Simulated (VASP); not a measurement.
# Sb (P6_3/mmc) in VASP: notebook, part 2 of 2

VASP 6.6.1. The steps go on from the part before.

## Step 4: Electric field gradients, PBE (volume scaled by 0.975)

Input file INCAR:

```
SYSTEM = Sb
ALGO     = Normal         ! electronic algorithm
EDIFF    = 1E-8           ! SCF threshold, eV
ENCUT    = 520            ! plane-wave cutoff, eV
GGA      = PE             ! functional
ISIF     = 2              ! what is computed and relaxed
ISMEAR   = -1             ! smearing method
LASPH    = .True.         ! aspherical terms in the spheres
LCHARG   = .False.        ! write CHGCAR
LEFG     = .True.       
LREAL    = .False.        ! projectors in reciprocal space
LWAVE    = .False.        ! write WAVECAR
NBANDS   = 12             ! bands
NELM     = 60             ! most SCF steps
PREC     = Accurate       ! precision mode
SIGMA    = 0.03           ! smearing width, eV
```

Input file KPOINTS:

```
k-points
0
Gamma
  12 12 7
  0 0 0
```

Input file POSCAR:

```
Sb
1.0
    3.3406879151      0.0000000000      0.0000000000
   -1.6703439576      2.8931206006      0.0000000000
    0.0000000000      0.0000000000      5.2852079663
Sb
2
Direct
    0.3333333333      0.6666666667      0.2500000000
    0.6666666667      0.3333333333      0.7500000000
```

Potentials or basis: VASP PAW PBE potentials, release 64 (Sb).

On the command line:

```sh
$ cat potpaw_PBE.64/Sb/POTCAR > POTCAR
$ mpirun -np 1 vasp_std > vasp.out
```

OUTCAR:

```text
SYSTEM = Sb
   EDIFF = 1E-8
   ENCUT = 520
   GGA = PE
   ISIF = 2
   ISMEAR = -1
   LASPH = .True.
   LREAL = .False.
   NELM = 60
   PREC = Accurate

 ion  position               nearest neighbor table
   1  0.333  0.667  0.250-   2 3.27   2 3.27   2 3.27   2 3.27   2 3.27   2 3.27
   2  0.667  0.333  0.750-   1 3.27   1 3.27   1 3.27   1 3.27   1 3.27   1 3.27

  LATTYP: Found a hexagonal cell.
 ALAT       =     3.3406879151
 C/A-ratio  =     1.5820717471

  Lattice vectors:

 A1 = (   3.3406879151,   0.0000000000,   0.0000000000)
 A2 = (  -1.6703439576,   2.8931206006,   0.0000000000)
 A3 = (   0.0000000000,   0.0000000000,   5.2852079663)

Analysis of symmetry for initial positions (statically):
=====================================================================
 Subroutine PRICEL returns:
 Original cell was already a primitive cell.

 Routine SETGRP: Setting up the symmetry group for a
 hexagonal supercell.

 Subroutine GETGRP returns: Found 24 space group operations
 (whereof 12 operations were pure point group operations)
 out of a pool of 24 trial point group operations.

The static configuration has the point symmetry D_3d.
 The point group associated with its full space group is D_6h.

Analysis of symmetry for dynamics (positions and initial velocities):
=====================================================================
 Subroutine PRICEL returns:
 Original cell was already a primitive cell.

 Routine SETGRP: Setting up the symmetry group for a
 hexagonal supercell.

 Subroutine GETGRP returns: Found 24 space group operations
 (whereof 12 operations were pure point group operations)
 out of a pool of 24 trial point group operations.

[... 167 lines left out ...]
     10      18.0844      0.00000
     11      19.2496      0.00000
     12      19.2496      0.00000
[... 331 lines left out ...]
 k-point    24 :       0.3333    0.0000    0.1429
  band No.  band energies     occupation
      1      -2.0519      2.00000
      2       1.2389      2.00000
      3       4.9176      2.00000
      4       6.3344      2.00000
      5       8.2764      2.00000
      6      10.0052      0.00000
      7      11.8522      0.00000
      8      13.2740      0.00000
      9      14.1803      0.00000
     10      16.5549      0.00000
     11      18.3531      0.00000
     12      19.1629      0.00000

 [... further k-points ...]
[... 5 lines left out ...]
  --------------------------------------------------------------------------------------
  -------------------------------------------------------------------------------------
  Total        1.7036585      1.7036585      1.2490886     -0.0000000     -0.0000000     -0.0000000
  in kB       53.4353436     53.4353436     39.1777320     -0.0000000     -0.0000000     -0.0000000
  external PRESSURE =      48.6828064 kB  Pullay stress =       0.0000000 kB

 VOLUME and BASIS-vectors are now :
 -----------------------------------------------------------------------------
  energy-cutoff  :      520.00
  volume of cell :       51.08
      direct lattice vectors                 reciprocal lattice vectors
     3.340687915  0.000000000  0.000000000     0.299339545  0.172823767  0.000000000
    -1.670343958  2.893120601  0.000000000     0.000000000  0.345647534  0.000000000
     0.000000000  0.000000000  5.285207966     0.000000000  0.000000000  0.189207313

 POSITION                                       TOTAL-FORCE (eV/Angst)
 -----------------------------------------------------------------------------------
     -0.00000      1.92875      1.32130         0.000000     -0.000000      0.000000
      1.67034      0.96437      3.96391        -0.000000      0.000000      0.000000
 -----------------------------------------------------------------------------------
    total drift:                                0.000000     -0.000000      0.000000

  FREE ENERGIE OF THE ION-ELECTRON SYSTEM (eV)
  ---------------------------------------------------
  free  energy   TOTEN  =        -7.6742193526 eV

  energy  without entropy=       -7.6706202215  energy(sigma->0) =       -7.67241979

 Electric field gradients (V/A^2)
---------------------------------------------------------------------
 ion       V_xx      V_yy      V_zz      V_xy      V_xz      V_yz
---------------------------------------------------------------------
   1      -9.983    -9.983    19.966    -0.000     0.000    -0.000
   2      -9.983    -9.983    19.966    -0.000    -0.000     0.000
---------------------------------------------------------------------

 Electric field gradients after diagonalization (V/A^2)
 (convention: |V_zz| > |V_xx| > |V_yy|)
----------------------------------------------------------------------
 ion       V_xx      V_yy      V_zz     asymmetry (V_yy - V_xx)/ V_zz
----------------------------------------------------------------------
   1      -9.983    -9.983    19.966       0.000
   2      -9.983    -9.983    19.966       0.000
----------------------------------------------------------------------

           NMR quadrupolar parameters

 Cq : quadrupolar parameter    Cq=e*Q*V_zz/h
 eta: asymmetry parameters     (V_yy - V_xx)/ V_zz
 Q  : nuclear electric quadrupole moment in mb (millibarn)
----------------------------------------------------------------------
 ion       Cq(MHz)       eta       Q (mb)
----------------------------------------------------------------------
   1       0.048       0.000       1.000
   2       0.048       0.000       1.000
----------------------------------------------------------------------
```

It took 28 s on 1 thread of Intel Xeon Platinum 8488C (Sapphire Rapids), shared host; peak memory 0.2 GiB.

Results:

```yaml
Free_energy: -7.6742 eV
Pressure: 4.9 GPa
Band_gap_on_the_k_mesh: zero (band 5 reaches 13.40 eV, above the bottom of band 6 at 6.20 eV)
```

Stress tensor (GPa, compression positive):
```
5.34 0.00 0.00
0.00 5.34 0.00
0.00 0.00 3.92
```

Levels at points of the mesh, in eV from the Fermi level:
```
           k point  band 1  band 2  band 3  band 4  band 5  band 6  band 7  band 8  band 9  band 10
(0.00, 0.00, 0.00)  -13.39   -9.01   -6.14    3.41    3.41    5.27    5.27    6.26    7.49     8.81
(0.50, 0.00, 0.00)   -9.70   -8.29   -4.30   -2.99   -2.50   -0.26    0.09    3.89    4.19     7.57
```

Electric field gradients, principal values (V/Å²):
| atom | least | middle | greatest (by size) |
| --- | --- | --- | --- |
| 1 Sb | -9.983 | -9.983 | 19.966 |
| 2 Sb | -9.983 | -9.983 | 19.966 |

Caveat: without QUAD_EFG the Cq values of the log hold for a quadrupole moment of 1 mb, not for the nuclei; spin-orbit coupling is left out, which moves the levels of the heavy elements.
